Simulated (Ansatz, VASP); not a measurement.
One calculation of HfRu, two programs

```
CELL_PARAMETERS angstrom
3.28950 0.00000 0.00000
0.00000 3.28950 0.00000
0.00000 0.00000 3.22500
ATOMIC_POSITIONS crystal
Hf 0.00000 0.00000 0.00000
Ru 0.50000 0.50000 0.50000
```

Change from the starting cell: equal xx and yy strain of +2 %.

Alike in both runs: task single point; functional PBEsol; k mesh 11 × 11 × 11; occupations fermi-dirac, width 0.08 eV; no spin polarisation.

|  | VASP | Ansatz |
| --- | --- | --- |
| version | VASP 6.6.1 | Ansatz 0.2.0 |
| potentials or method | VASP PAW PBE potentials, release 64 (Hf_pv, Ru_pv), cutoff 520 eV | all-electron LAPW, scalar-relativistic |

```tsv
	VASP	Ansatz	Ansatz less VASP
pressure (GPa)	-11.3	-10.3	+1.02
traceless stress, the component that is largest in VASP (GPa)	3.41	3.38	-0.030
```

VASP's potentials were made for PBE, not for PBEsol. Ansatz ran all-electron here, and VASP with PAW potentials.

Neither program's run includes spin-orbit coupling.
